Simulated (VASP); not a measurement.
KCl, 2 atoms in the cell. It takes space group I4/mmm (No. 139, tetragonal). Conventional cell: a = 4.447 Å, b = 4.447 Å, c = 6.313 Å, α = 90.00°, β = 90.00°, γ = 90.00°. K (site symmetry 4/mmm) has 6 Cl at 3.14 to 3.16 Å within 4.1 Å. Within 4.1 Å of Cl (site symmetry 4/mmm) lie 6 K at 3.14 to 3.16 Å.  This cell differs from its parent crystal: uniaxial z strain +0.4%.

* Program: VASP 6.6.1
* Task: single point
* Functional: PBE
* Potentials or basis: VASP PAW PBE potentials, release 64 (K_sv, Cl)
* Cutoff: 520 eV
* k mesh: 8 × 8 × 8
* Occupations: fermi-dirac, width 0.02 eV
* Spin: no spin polarisation
* Dipole correction: no
* Further INCAR settings: ALGO = Normal; EDIFF = 1e-06; NBANDS = 15

Potentials or basis: VASP PAW PBE potentials, release 64 (K_sv, Cl).

Run with:

```sh
$ cat potpaw_PBE.64/K_sv/POTCAR potpaw_PBE.64/Cl/POTCAR > POTCAR
$ mpirun -np 1 vasp_std > vasp.out
```

Hardware: 1 thread of AMD EPYC 7R43 64-Core Processor (Zen 3), on a shared host.

Q: Estimate the wall time of this run.

A: Wall time 66 s on 1 thread of AMD EPYC 7R43 64-Core Processor (Zen 3) (shared host), peak memory 0.19 GiB. Counts: scf iterations 13, k points 59.
